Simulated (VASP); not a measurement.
# Bi2Se3 (R-3m) in VASP: settings compared, part 2 of 2

VASP 6.6.1. The steps go on from the part before.

## 4. Single point, BLYP+D3(BJ)

This run uses another cell than the first one, of 28.23 Å³/atom.

INCAR

```
SYSTEM = Bi2Se3
PREC     = Accurate       ! precision mode
ENCUT    = 520            ! plane-wave cutoff, eV
EDIFF    = 1E-7           ! SCF threshold, eV
ISMEAR   = -1             ! smearing method
SIGMA    = 0.05           ! smearing width, eV
LREAL    = .False.        ! projectors in reciprocal space
LASPH    = .True.         ! aspherical terms in the spheres
NELM     = 100            ! most SCF steps
ALGO     = Normal         ! electronic algorithm
ISIF     = 2              ! what is computed and relaxed
LWAVE    = .False.        ! write WAVECAR
LCHARG   = .False.        ! write CHGCAR
GGA      = B5             ! functional
ALDAX    = 1.0          
AGGAX    = 1.0          
AGGAC    = 1.0          
ALDAC    = 0.0          
IVDW     = 12             ! dispersion correction
VDW_S6   = 1.0          
VDW_S8   = 2.6996       
VDW_A1   = 0.4298       
VDW_A2   = 4.2359       
NBANDS   = 32             ! bands
```

KPOINTS

```
regular mesh
0
Gamma
  8 8 8
  0 0 0
```

POSCAR

```
Bi2Se3
1.0
    2.0867141395      1.2047649701      9.3573078996
   -2.0867141395      1.2047649701      9.3573078996
    0.0000000000     -2.4095299403      9.3573078996
Bi Se
2 3
Direct
    0.5981007693      0.5981007693      0.5981007693
    0.4018992307      0.4018992307      0.4018992307
    0.7910880271      0.7910880271      0.7910880271
    0.2089119729      0.2089119729      0.2089119729
    0.0000000000      0.0000000000      0.0000000000
```

Potentials or basis: VASP PAW PBE potentials, release 64 (Bi_d, Se).

Command:

```bash
> cat potpaw_PBE.64/Bi_d/POTCAR potpaw_PBE.64/Se/POTCAR > POTCAR
> mpirun -np 1 vasp_std > vasp.out
```

OUTCAR:

```text
SYSTEM = Bi2Se3
   PREC = Accurate
   ENCUT = 520
   EDIFF = 1E-7
   ISMEAR = -1
   LREAL = .False.
   LASPH = .True.
   NELM = 100
   ISIF = 2
   GGA = B5
   IVDW = 12
 IVDW          = 12

 ion  position               nearest neighbor table
   1  0.598  0.598  0.598-   4 2.87   4 2.87   4 2.87   5 3.08   5 3.08   5 3.08
   2  0.402  0.402  0.402-   3 2.87   3 2.87   3 2.87   5 3.08   5 3.08   5 3.08
   3  0.791  0.791  0.791-   2 2.87   2 2.87   2 2.87
   4  0.209  0.209  0.209-   1 2.87   1 2.87   1 2.87
   5  0.000  0.000  0.000-   1 3.08   2 3.08   1 3.08   1 3.08   2 3.08   2 3.08

  LATTYP: Found a trigonal (rhomboedric) cell.
 ALAT       =     9.6625589603
 COS(alpha) =     0.9067236380

  Lattice vectors:

 A1 = (   2.0867141395,   1.2047649701,   9.3573078996)
 A2 = (  -2.0867141395,   1.2047649701,   9.3573078996)
 A3 = (   0.0000000000,  -2.4095299403,   9.3573078996)

Analysis of symmetry for initial positions (statically):
=====================================================================
 Subroutine PRICEL returns:
 Original cell was already a primitive cell.

 Routine SETGRP: Setting up the symmetry group for a
 trigonal (rhombohedral) supercell.

 Subroutine GETGRP returns: Found 12 space group operations
 (whereof 12 operations were pure point group operations)
 out of a pool of 12 trial point group operations.

The static configuration has the point symmetry D_3d.

Analysis of symmetry for dynamics (positions and initial velocities):
=====================================================================
 Subroutine PRICEL returns:
 Original cell was already a primitive cell.

 Routine SETGRP: Setting up the symmetry group for a
 trigonal (rhombohedral) supercell.

 Subroutine GETGRP returns: Found 12 space group operations
 (whereof 12 operations were pure point group operations)
 out of a pool of 12 trial point group operations.

The dynamic configuration has the point symmetry D_3d.

 Subroutine INISYM returns: Found 12 space group operations
 (whereof 12 operations are pure point group operations),
 and found     1 'primitive' translations

----------------------------------------------------------------------------------------

                                     Primitive cell

  volume of cell :     141.1456

  direct lattice vectors                    reciprocal lattice vectors
     2.086714140  1.204764970  9.357307900     0.239611162  0.138339569  0.035622781
    -2.086714140  1.204764970  9.357307900    -0.239611162  0.138339569  0.035622781
     0.000000000 -2.409529940  9.357307900     0.000000000 -0.276679138  0.035622781

  length of vectors
     9.662558960  9.662558960  9.662558960     0.278962951  0.278962951  0.278962951

  position of ions in fractional coordinates (direct lattice)
     0.598100769  0.598100769  0.598100769
     0.401899231  0.401899231  0.401899231
     0.791088027  0.791088027  0.791088027
     0.208911973  0.208911973  0.208911973
     0.000000000  0.000000000  0.000000000

  ion indices of the primitive-cell ions
   primitive index   ion index
                 1           1
                 2           2
                 3           3
                 4           4
                 5           5
[... 24 lines left out ...]

 Found     65 irreducible k-points:

 Following reciprocal coordinates:
            Coordinates               Weight
  0.000000  0.000000  0.000000      1.000000
  0.125000  0.000000 -0.000000      6.000000
  0.250000  0.000000 -0.000000      6.000000
  0.375000  0.000000 -0.000000      6.000000
  0.500000  0.000000 -0.000000      3.000000
  0.125000  0.125000 -0.000000      6.000000
[... 16 lines left out ...]
  0.250000  0.125000  0.125000      6.000000
  0.375000  0.125000  0.125000      6.000000
 [... further k-points ...]
   k-points           NKPTS =     65   k-points in BZ     NKDIM =     65   number of bands    NBANDS=     32
   number of dos      NEDOS =    301   number of ions     NIONS =      5
   total plane-waves  NPLWV = 373248
   dimension x,y,z NGX =    72 NGY =   72 NGZ =   72
   dimension x,y,z NGXF=   144 NGYF=  144 NGZF=  144
   ions per type =               2   3
   NGX,Y,Z   is equivalent  to a cutoff of  12.39, 12.39, 12.39 a.u.
   NGXF,Y,Z  is equivalent  to a cutoff of  24.78, 24.78, 24.78 a.u.
 SYSTEM =  Bi2Se3
   PREC   = accura    normal or accurate (medium, high low for compatibility)
   ISTART =      0    job   : 0-new  1-cont  2-samecut
   ICHARG =      2    charge: 1-file 2-atom 10-const
   ISPIN  =      1    spin polarized calculation?
   LNONCOLLINEAR =      F non collinear calculations
   LSORBIT =      F    spin-orbit coupling
   LASPH  =      T    aspherical Exc in radial PAW
   ENCUT  =  520.0 eV  38.22 Ry    6.18 a.u.  17.97 17.97 17.97*2*pi/ulx,y,z
   NELM   =    100;   NELMIN=  2; NELMDL= -5     # of ELM steps
   EDIFF  = 0.1E-06   stopping-criterion for ELM
   LREAL  =      F    real-space projection
   EDIFFG = 0.1E-05   stopping-criterion for IOM
   NSW    =      0    number of steps for IOM
   IBRION =     -1    ionic relax: 0-MD 1-quasi-New 2-CG
   NFREE  =      0    steps in history (QN), initial steepest desc. (CG)
   ISIF   =      2    stress and relaxation
   ISYM   =      2    0-nonsym 1-usesym 2-fastsym
   POTIM  = 0.5000    time-step for ionic-motion
   TEBEG  =    0.0;   TEEND  =   0.0 temperature during run
   PSTRESS=    0.0 pullay stress
   NELECT =      48.0000    total number of electrons
   NUPDOWN=      -1.0000    fix difference up-down
   EMIN   =  10.00;   EMAX   =-10.00  energy-range for DOS
   EFERMI =   0.00;   METHOD = LEGACY
   ISMEAR =    -1;   SIGMA  =   0.05  broadening in eV -4-tet -1-fermi 0-gaus
   EFERMI_NEDOS =   21; number of points for ismear=-14 and -15
   IALGO  =     38    algorithm
   IMIX   =      4    mixing-type and parameters
     AMIX     =   0.40;   BMIX     =  1.00
     AMIX_MAG =   1.60;   BMIX_MAG =  1.00
  volume/ion in A,a.u.               =      28.23       190.50
  Fermi-wavevector in a.u.,A,eV,Ry     =   1.142701  2.159393 17.766031  1.305766
  Thomas-Fermi vector in A             =   2.279399
   LORBIT       =      0    0 simple, 1 ext, 2 COOP (PROOUT), +10 PAW based schemes
   GGA     = B5    functional components
   LHFCALC =     F    Hartree Fock is set to
   AEXX    =    0.0000 exact exchange contribution
   IVDW    =    12    specifies the selected vdW correction
   LEPSILON=     F    determine dielectric tensor
   LRPA    =     F    only Hartree local field effects (RPA)
 non-spin polarized calculation
  energy-cutoff  :      520.00
  volume of cell :      141.15
 maximum number of plane-waves:      3824
   NGX = 35   NGY = 35   NGZ = 35

 number of electron      48.0000006 magnetization

 Free energy of the ion-electron system (eV)
  ---------------------------------------------------
  ext. energy  EPLUGINS =         0.00000000
  ---------------------------------------------------
  free energy    TOTEN  =       -17.09911475 eV

  energy without entropy =      -17.09886424  energy(sigma->0) =      -17.09898949

 E-fermi :   5.6032     XC(G=0):  -8.9510

 val. band max:        5.5277870262   @ k =   0.0000   0.0000   0.0000
 cond. band min:       5.6749481559   @ k =   0.0000   0.0000   0.0000
 fundamental gap:      0.1471611296
 Fermi energy:         5.6032450716

 k-point     1 :       0.0000    0.0000    0.0000
  band No.  band energies     occupation
      1     -17.6256      2.00000
      2     -17.6256      2.00000
      3     -17.6236      2.00000
      4     -17.6236      2.00000
      5     -17.6131      2.00000
      6     -17.6105      2.00000
[... 829 lines left out ...]
     31      10.3614      0.00000
     32      11.9758      0.00000

 [... further k-points ...]

------------------------ aborting loop because EDIFF is reached ----------------------------------------

 Edisp (eV)   -4.66730

 E8    (eV) :    -3.4902

  FORCE on cell =-STRESS in cart. coord.  units (eV):
  Direction    XX          YY          ZZ          XY          YZ          ZX
  --------------------------------------------------------------------------------------
  -------------------------------------------------------------------------------------
  Total       0.22178     0.22178     0.17816     0.00000    -0.00000     0.00000
  in kB       2.51748     2.51748     2.02238     0.00000    -0.00000     0.00000
  external pressure =        2.35 kB  Pullay stress =        0.00 kB

 VOLUME and BASIS-vectors are now :
 -----------------------------------------------------------------------------
  energy-cutoff  :      520.00
  volume of cell :      141.15
      direct lattice vectors                 reciprocal lattice vectors
     2.086714140  1.204764970  9.357307900     0.239611162  0.138339569  0.035622781
    -2.086714140  1.204764970  9.357307900    -0.239611162  0.138339569  0.035622781
     0.000000000 -2.409529940  9.357307900     0.000000000 -0.276679138  0.035622781

 POSITION                                       TOTAL-FORCE (eV/Angst)
 -----------------------------------------------------------------------------------
      0.00000     -0.00000     16.78984         0.000000     -0.000000      0.025417
      0.00000     -0.00000     11.28208         0.000000      0.000000     -0.025417
      0.00000     -0.00000     22.20736         0.000000     -0.000000      0.039439
      0.00000     -0.00000      5.86456         0.000000      0.000000     -0.039439
      0.00000      0.00000      0.00000         0.000000      0.000000     -0.000000
 -----------------------------------------------------------------------------------
    total drift:                                0.000000      0.000000      0.000000

  FREE ENERGIE OF THE ION-ELECTRON SYSTEM (eV)
  ---------------------------------------------------
  free  energy   TOTEN  =       -21.7664122459 eV

  energy  without entropy=      -21.7661617314  energy(sigma->0) =      -21.76628699
```

Run time: 14 min. Hardware: 1 thread of Intel Xeon 6975P-C (Granite Rapids), shared host; peak memory 0.84 GiB.

Results:

- Free energy: -21.7664 eV
- Pressure: 0.2 GPa
- Largest force: 0.039 eV/Å
- Band gap on the k mesh: 0.15 eV
- Dispersion energy per atom: -0.933 eV

Forces in eV/Å, atoms in the order of the input:
```
Bi   0.000  0.000  0.025
Bi   0.000  0.000 -0.025
Se   0.000  0.000  0.039
Se   0.000  0.000 -0.039
Se   0.000  0.000  0.000
```

Caveat: the PAW data sets were made with another functional, which shifts forces and pressure a little; spin-orbit coupling is left out, which moves the levels of the heavy elements. A k mesh can miss the band edges.

## 5. The runs side by side

```csv
level,cell,gap on the mesh (eV),pressure (GPa),largest force (eV/Å)
PBEsol+D3(BJ),"a = 9.514 Å, angles 24.8°, 5 atoms, atomic positions A",0.04,0.1,0.02
PBEsol+D4,"a = 9.612 Å, angles 24.6°, 5 atoms, atomic positions B",0.01,0.1,0.02
BLYP+D3(BJ),"a = 9.663 Å, angles 24.9°, 5 atoms, atomic positions C",0.15,0.2,0.04
```

Alike in all rows: task single point; potentials or basis VASP PAW PBE potentials, release 64 (Bi_d, Se); no spin polarisation; k mesh 8 × 8 × 8; cutoff (eV) 520; smearing fermi-dirac 0.05 eV.

Caveats: the PAW data sets were made with another functional, which shifts forces and pressure a little; spin-orbit coupling is left out, which moves the levels of the heavy elements.

Total energies depend on the potentials used, so only differences within one code and one set of settings carry meaning.
